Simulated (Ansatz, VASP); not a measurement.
**GaSb2: VASP beside Ansatz**

```
CELL_PARAMETERS angstrom
3.44502 0.00000 0.00000
-1.72251 2.98348 0.00000
0.00000 0.00000 13.39973
ATOMIC_POSITIONS crystal
Ga 0.33333 0.66667 0.25000
Ga 0.66667 0.33333 0.75000
Sb 0.33333 0.66667 0.62750
Sb 0.66667 0.33333 0.12750
Sb 0.33333 0.66667 0.87250
Sb 0.66667 0.33333 0.37250
```

Alike in both runs: task relaxation of cell and atoms; functional PBE; k mesh 6 × 6 × 2; occupations gaussian, width 0.1 eV; no spin polarisation.

|  | VASP | Ansatz |
| --- | --- | --- |
| version | VASP 6.6.1 | Ansatz 0.2.0 |
| potentials or method | VASP PAW PBE potentials, release 64 (Ga_d, Sb), cutoff 600 eV | scalar-relativistic, plane waves, PAW |
| valence electrons in the cell | 46 | 86 |

Ansatz gave:

| Item | Value |
| --- | --- |
| gap on the k mesh at the Fermi level, each at its own relaxed structure (eV) | none |
| relaxed volume (Å³/atom) | 27.47 |
| relaxed cell length with the largest relative difference (Å) | 4.160 |

Task: Estimate VASP's values.

Result: gap on the k mesh at the Fermi level, each at its own relaxed structure (eV): none; relaxed volume (Å³/atom): 27.40; relaxed cell length with the largest relative difference (Å): 4.151.

A gap of «none» marks a metal or a gap that the smearing closes. VASP's potentials hold 46 valence electrons a cell and Ansatz's 86, so a difference there can come from the potentials and not from the codes.

Spin-orbit coupling is off throughout. Noted on VASP's run: the volume moved by over 15 % at a fixed basis, so the end points are rough.
